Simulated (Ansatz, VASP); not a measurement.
Two plane-wave programs on BeCr2

```xyz
3
Lattice="3.9720 0.0000 0.0000 -1.9860 3.4399 0.0000 0.0000 0.0000 2.3373" Properties=species:S:1:pos:R:3 pbc="T T T"
Be    0.0000    0.0000    0.0000
Cr    0.0000    2.2933    1.1687
Cr    1.9860    1.1466    1.1687
```

Alike in both runs: functional r2SCAN; k mesh 12 × 12 × 20; occupations gaussian, width 0.1 eV; no spin polarisation.

Ansatz relaxed the structure, and its values are those at the end. VASP's run is a single point on that final structure, the one shown.

```csv
,VASP,Ansatz
version,VASP 6.6.1,Ansatz 0.2.0
potentials or method,"VASP PAW PBE potentials, release 64 (Be, Cr_pv), cutoff 520 eV","scalar-relativistic, plane waves, PAW"
valence electrons in the cell,26,30
```

```tsv
	VASP	Ansatz	Ansatz less VASP
gap on the k mesh at the Fermi level (eV)	none	none	-
pressure (GPa)	0.7	0.0	-0.74
```

VASP's potentials were made for PBE, not for r2SCAN. A gap of «none» marks a metal or a gap that the smearing closes. VASP's potentials hold 26 valence electrons a cell and Ansatz's 30, so a difference there can come from the potentials and not from the codes.
